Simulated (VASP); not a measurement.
# Ta3Ga (Pm-3m) in VASP: single point with PBE

Aim: the single point of Ta3Ga with PBE.

Program: VASP 6.6.1. These are calculated values, not measurements. Logs are shortened: lines on timing, memory, paths and dates and some standing lists are left out, and cuts for length are marked.

## (1) The cell of the first run

Symmetry: Pm-3m, No. 221, cubic system. The conventional cell has a = 4.132 Å, b = 4.132 Å, c = 4.132 Å, α = 90.00°, β = 90.00°, γ = 90.00°. Within 3.8 Å of Ta (site symmetry 4/mmm) lie 8 Ta at 2.92 Å and 4 Ga at 2.92 Å. Within 3.8 Å of Ga (site symmetry m-3m) lie 12 Ta at 2.92 Å.

The cell was built from a structure type or drawn by symmetry, and may not be a known phase.

## (2) Single point, PBE

Input file INCAR:

```
SYSTEM = Ta3Ga
ALGO = Fast
EDIFF = 1E-6
ENCUT = 520
GGA = PE
ISIF = 2
ISMEAR = 0
LASPH = .True.
LCHARG = .False.
LREAL = .False.
LWAVE = .False.
NBANDS = 31
NELM = 80
PREC = Accurate
SIGMA = 0.1
```

Input file KPOINTS:

```
k-points
0
Gamma
  4 4 4
  0 0 0
```

Input file POSCAR:

```
Ta3Ga
1.0
    4.1320434700      0.0000000000      0.0000000000
    0.0000000000      4.1320434700      0.0000000000
    0.0000000000      0.0000000000      4.1320434700
Ta Ga
3 1
Direct
    0.0000000000      0.5000000000      0.5000000000
    0.5000000000      0.0000000000      0.5000000000
    0.5000000000      0.5000000000      0.0000000000
    0.0000000000      0.0000000000      0.0000000000
```

Potentials or basis: VASP PAW PBE potentials, release 64 (Ta_pv, Ga_d).

The run is started by

```
cat potpaw_PBE.64/Ta_pv/POTCAR potpaw_PBE.64/Ga_d/POTCAR > POTCAR
mpirun -np 1 vasp_std > vasp.out
```

OUTCAR:

```text
SYSTEM = Ta3Ga
   EDIFF = 1E-6
   ENCUT = 520
   GGA = PE
   ISIF = 2
   ISMEAR = 0
   LASPH = .True.
   LREAL = .False.
   NELM = 80
   PREC = Accurate

 ion  position               nearest neighbor table
   1  0.000  0.500  0.500-   2 2.92   3 2.92   4 2.92   3 2.92   4 2.92   2 2.92   4 2.92   4 2.92
                             2 2.92   3 2.92   3 2.92   2 2.92
   2  0.500  0.000  0.500-   1 2.92   3 2.92   4 2.92   3 2.92   4 2.92   1 2.92   3 2.92   3 2.92
                             1 2.92   4 2.92   4 2.92   1 2.92
   3  0.500  0.500  0.000-   1 2.92   2 2.92   4 2.92   1 2.92   2 2.92   2 2.92   4 2.92   2 2.92
                             1 2.92   4 2.92   1 2.92   4 2.92
   4  0.000  0.000  0.000-   1 2.92   2 2.92   3 2.92   1 2.92   2 2.92   1 2.92   3 2.92   1 2.92
                             2 2.92   3 2.92   2 2.92   3 2.92

  LATTYP: Found a simple cubic cell.
 ALAT       =     4.1320434700

  Lattice vectors:

 A1 = (   4.1320434700,   0.0000000000,   0.0000000000)
 A2 = (   0.0000000000,   4.1320434700,   0.0000000000)
 A3 = (   0.0000000000,   0.0000000000,   4.1320434700)

Analysis of symmetry for initial positions (statically):
=====================================================================
 Subroutine PRICEL returns:
 Original cell was already a primitive cell.

 Routine SETGRP: Setting up the symmetry group for a
 simple cubic supercell.

 Subroutine GETGRP returns: Found 48 space group operations
 (whereof 48 operations were pure point group operations)
 out of a pool of 48 trial point group operations.

The static configuration has the point symmetry O_h .

Analysis of symmetry for dynamics (positions and initial velocities):
=====================================================================
 Subroutine PRICEL returns:
 Original cell was already a primitive cell.

 Routine SETGRP: Setting up the symmetry group for a
 simple cubic supercell.

 Subroutine GETGRP returns: Found 48 space group operations
 (whereof 48 operations were pure point group operations)
 out of a pool of 48 trial point group operations.

The dynamic configuration has the point symmetry O_h .

 Subroutine INISYM returns: Found 48 space group operations
 (whereof 48 operations are pure point group operations),
 and found     1 'primitive' translations

----------------------------------------------------------------------------------------

                                     Primitive cell

  volume of cell :      70.5496

  direct lattice vectors                    reciprocal lattice vectors
     4.132043470  0.000000000  0.000000000     0.242011007  0.000000000  0.000000000
     0.000000000  4.132043470  0.000000000     0.000000000  0.242011007  0.000000000
     0.000000000  0.000000000  4.132043470     0.000000000  0.000000000  0.242011007

  length of vectors
     4.132043470  4.132043470  4.132043470     0.242011007  0.242011007  0.242011007

  position of ions in fractional coordinates (direct lattice)
     0.000000000  0.500000000  0.500000000
     0.500000000  0.000000000  0.500000000
     0.500000000  0.500000000  0.000000000
     0.000000000  0.000000000  0.000000000

  ion indices of the primitive-cell ions
   primitive index   ion index
                 1           1
                 2           2
                 3           3
                 4           4

----------------------------------------------------------------------------------------

 KPOINTS: k-points

Automatic generation of k-mesh.
 Grid dimensions read from file:
 generate k-points for:    4    4    4

 Generating k-lattice:

  Cartesian coordinates                     Fractional coordinates (reciprocal lattice)
     0.060502752  0.000000000  0.000000000     0.250000000  0.000000000  0.000000000
     0.000000000  0.060502752  0.000000000     0.000000000  0.250000000  0.000000000
     0.000000000  0.000000000  0.060502752     0.000000000  0.000000000  0.250000000

  Length of vectors
     0.060502752  0.060502752  0.060502752

  Shift w.r.t. Gamma in fractional coordinates (k-lattice)
     0.000000000  0.000000000  0.000000000

 Subroutine IBZKPT returns following result:
 ===========================================

 Found     10 irreducible k-points:

 Following reciprocal coordinates:
            Coordinates               Weight
  0.000000  0.000000  0.000000      1.000000
  0.250000  0.000000  0.000000      6.000000
  0.500000  0.000000  0.000000      3.000000
  0.250000  0.250000  0.000000     12.000000
  0.500000  0.250000  0.000000     12.000000
  0.500000  0.500000  0.000000      3.000000
  0.250000  0.250000  0.250000      8.000000
  0.500000  0.250000  0.250000     12.000000
  0.500000  0.500000  0.250000      6.000000
  0.500000  0.500000  0.500000      1.000000
   k-points           NKPTS =     10   k-points in BZ     NKDIM =     10   number of bands    NBANDS=     31
   number of dos      NEDOS =    301   number of ions     NIONS =      4
   total plane-waves  NPLWV =  32768
   dimension x,y,z NGX =    32 NGY =   32 NGZ =   32
   dimension x,y,z NGXF=    64 NGYF=   64 NGZF=   64
   ions per type =               3   1
   NGX,Y,Z   is equivalent  to a cutoff of  12.87, 12.87, 12.87 a.u.
   NGXF,Y,Z  is equivalent  to a cutoff of  25.75, 25.75, 25.75 a.u.
 SYSTEM =  Ta3Ga
   PREC   = accura    normal or accurate (medium, high low for compatibility)
   ISTART =      0    job   : 0-new  1-cont  2-samecut
   ICHARG =      2    charge: 1-file 2-atom 10-const
   ISPIN  =      1    spin polarized calculation?
   LNONCOLLINEAR =      F non collinear calculations
   LSORBIT =      F    spin-orbit coupling
   LASPH  =      T    aspherical Exc in radial PAW
   ENCUT  =  520.0 eV  38.22 Ry    6.18 a.u.   7.68  7.68  7.68*2*pi/ulx,y,z
   NELM   =     80;   NELMIN=  2; NELMDL= -5     # of ELM steps
   EDIFF  = 0.1E-05   stopping-criterion for ELM
   LREAL  =      F    real-space projection
[... 7 lines left out ...]
   TEBEG  =    0.0;   TEEND  =   0.0 temperature during run
   PSTRESS=    0.0 pullay stress
   NELECT =      46.0000    total number of electrons
   NUPDOWN=      -1.0000    fix difference up-down
   EMIN   =  10.00;   EMAX   =-10.00  energy-range for DOS
   EFERMI =   0.00;   METHOD = LEGACY
   ISMEAR =     0;   SIGMA  =   0.10  broadening in eV -4-tet -1-fermi 0-gaus
   EFERMI_NEDOS =   21; number of points for ismear=-14 and -15
   IALGO  =     68    algorithm
   IMIX   =      4    mixing-type and parameters
     AMIX     =   0.40;   BMIX     =  1.00
     AMIX_MAG =   1.60;   BMIX_MAG =  1.00
  volume/ion in A,a.u.               =      17.64       119.02
  Fermi-wavevector in a.u.,A,eV,Ry     =   1.419589  2.682634 27.418900  2.015232
  Thomas-Fermi vector in A             =   2.540593
   LORBIT       =      0    0 simple, 1 ext, 2 COOP (PROOUT), +10 PAW based schemes
   GGA     = PE    functional components
   LHFCALC =     F    Hartree Fock is set to
   AEXX    =    0.0000 exact exchange contribution
   IVDW    =     0    specifies the selected vdW correction
   LEPSILON=     F    determine dielectric tensor
   LRPA    =     F    only Hartree local field effects (RPA)
 non-spin polarized calculation
 RMM-DIIS sequential band-by-band and
 Gauss-broadening in eV      SIGMA  =   0.10
  energy-cutoff  :      520.00
  volume of cell :       70.55
 maximum number of plane-waves:      1935
 NGX is ok and might be reduce to    32
   NGX = 15   NGY = 15   NGZ = 15

 number of electron      45.9999997 magnetization

 Free energy of the ion-electron system (eV)
  ---------------------------------------------------
  ext. energy  EPLUGINS =         0.00000000
  ---------------------------------------------------
  free energy    TOTEN  =       -38.44325830 eV

  energy without entropy =      -38.41112164  energy(sigma->0) =      -38.42718997

 E-fermi :   6.1247     XC(G=0): -12.4172

 val. band max:        5.9883899788   @ k =   0.2500   0.0000   0.0000
 cond. band min:       6.1374511403   @ k =   0.5000   0.0000   0.0000
 fundamental gap:      0.1490611615
 Fermi energy:         6.1247450401

 k-point     1 :       0.0000    0.0000    0.0000
  band No.  band energies     occupation
      1     -28.4831      2.00000
      2     -28.4831      2.00000
      3     -28.4831      2.00000
      4     -28.0228      2.00000
      5     -28.0228      2.00000
      6     -28.0228      2.00000
[... 23 lines left out ...]
     30      10.9590      0.00000
     31      12.1221      0.00000

 k-point     2 :       0.2500    0.0000    0.0000
  band No.  band energies     occupation
      1     -28.4181      2.00000
      2     -28.4181      2.00000
      3     -28.3832      2.00000
      4     -28.0483      2.00000
      5     -28.0483      2.00000
      6     -28.0318      2.00000
[... 23 lines left out ...]
     30      10.7682      0.00000
     31      10.9818      0.00000

 k-point     3 :       0.5000    0.0000    0.0000
  band No.  band energies     occupation
      1     -28.3265      2.00000
      2     -28.3265      2.00000
      3     -28.1957      2.00000
      4     -28.1001      2.00000
      5     -28.1001      2.00000
      6     -28.0407      2.00000
[... 23 lines left out ...]
     30       9.5311      0.00000
     31      10.8567      0.00000

 k-point     4 :       0.2500    0.2500    0.0000
  band No.  band energies     occupation
      1     -28.4548      2.00000
      2     -28.3499      2.00000
      3     -28.2491      2.00000
      4     -28.1754      2.00000
      5     -28.0610      2.00000
      6     -27.9279      2.00000
[... 159 lines left out ...]
     30       9.5919      0.00000
     31      10.8803      0.00000

 k-point     9 :       0.5000    0.5000    0.2500
  band No.  band energies     occupation
      1     -28.5540      2.00000
      2     -28.4693      2.00000
      3     -28.3623      2.00000
      4     -28.3623      2.00000
      5     -27.8512      2.00000
      6     -27.8512      2.00000
[... 23 lines left out ...]
     30       9.3447      0.00000
     31      11.0493      0.00000

 k-point    10 :       0.5000    0.5000    0.5000
  band No.  band energies     occupation
      1     -28.6838      2.00000
      2     -28.4673      2.00000
      3     -28.4673      2.00000
      4     -28.4673      2.00000
      5     -27.7448      2.00000
      6     -27.7448      2.00000
[... 23 lines left out ...]
     30       9.1929      0.00000
     31      10.6781      0.00000

------------------------ aborting loop because EDIFF is reached ----------------------------------------

  FORCE on cell =-STRESS in cart. coord.  units (eV):
  Direction    XX          YY          ZZ          XY          YZ          ZX
  --------------------------------------------------------------------------------------
  -------------------------------------------------------------------------------------
  Total       -0.4401125     -0.4401125     -0.4401125     -0.0000000     -0.0000000     -0.0000000
  in kB       -9.9949273     -9.9949273     -9.9949273     -0.0000000     -0.0000000     -0.0000000
  external PRESSURE =      -9.9949273 kB  Pullay stress =       0.0000000 kB

 VOLUME and BASIS-vectors are now :
 -----------------------------------------------------------------------------
  energy-cutoff  :      520.00
  volume of cell :       70.55
      direct lattice vectors                 reciprocal lattice vectors
     4.132043470  0.000000000  0.000000000     0.242011007  0.000000000  0.000000000
     0.000000000  4.132043470  0.000000000     0.000000000  0.242011007  0.000000000
     0.000000000  0.000000000  4.132043470     0.000000000  0.000000000  0.242011007

 POSITION                                       TOTAL-FORCE (eV/Angst)
 -----------------------------------------------------------------------------------
      0.00000      2.06602      2.06602         0.000000      0.000000      0.000000
      2.06602      0.00000      2.06602         0.000000      0.000000      0.000000
      2.06602      2.06602      0.00000         0.000000      0.000000      0.000000
      0.00000      0.00000      0.00000         0.000000      0.000000      0.000000
 -----------------------------------------------------------------------------------
    total drift:                                0.000000     -0.000000     -0.000000

  FREE ENERGIE OF THE ION-ELECTRON SYSTEM (eV)
  ---------------------------------------------------
  free  energy   TOTEN  =       -38.4432583050 eV

  energy  without entropy=      -38.4111216440  energy(sigma->0) =      -38.42718997
```

Run time: 16 s. Hardware: 1 thread of AMD EPYC 9R45 (Zen 5), shared host; peak memory 0.15 GiB.

What came out:

- Free energy: -38.4433 eV
- Pressure: -1.0 GPa
- Band gap on the k mesh: zero (bands 23 and 24 overlap by 0.79 eV)

Caveat: the k points lie up to 0.38 Å⁻¹ apart, too coarse for converged energies and pressures of a metal; spin-orbit coupling is left out, which moves the levels of the heavy elements.
